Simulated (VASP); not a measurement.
A run of VASP 6.6.1:

File INCAR:

```
SYSTEM = I
PREC = Accurate
ENCUT = 600
EDIFF = 1E-7
ISMEAR = -1
SIGMA = 0.08
LREAL = .False.
LASPH = .True.
NELM = 60
ALGO = Normal
ISIF = 4
LWAVE = .False.
LCHARG = .False.
GGA = PE
IBRION = 2
NSW = 50
EDIFFG = -0.005
```

KPOINTS

```
regular mesh
0
Gamma
  12 12 12
  0 0 0
```

Contents of POSCAR:

```
I
1.0
    3.4847778652      0.0000000000      0.0000000000
   -1.7423889326      3.0179061578      0.0000000000
    0.0000000000      0.0000000000      2.2449905792
I
1
Direct
    0.0000000000      0.0000000000      0.0000000000
```

Potentials or basis: VASP PAW PBE potentials, release 64 (I).

Run with:

```sh
$ cat potpaw_PBE.64/I/POTCAR > POTCAR
$ mpirun -np 1 vasp_std > vasp.out
```

Hardware: 1 thread of Intel(R) Xeon(R) 6975P-C (Granite Rapids) (shared host).

**Question.** Estimate the wall time of this run.

**Answer.** Wall time 110 s on 1 thread of Intel(R) Xeon(R) 6975P-C (Granite Rapids), on a shared host, peak memory 0.16 GiB. Counts: scf iterations 163, k points 133, ion steps 32.
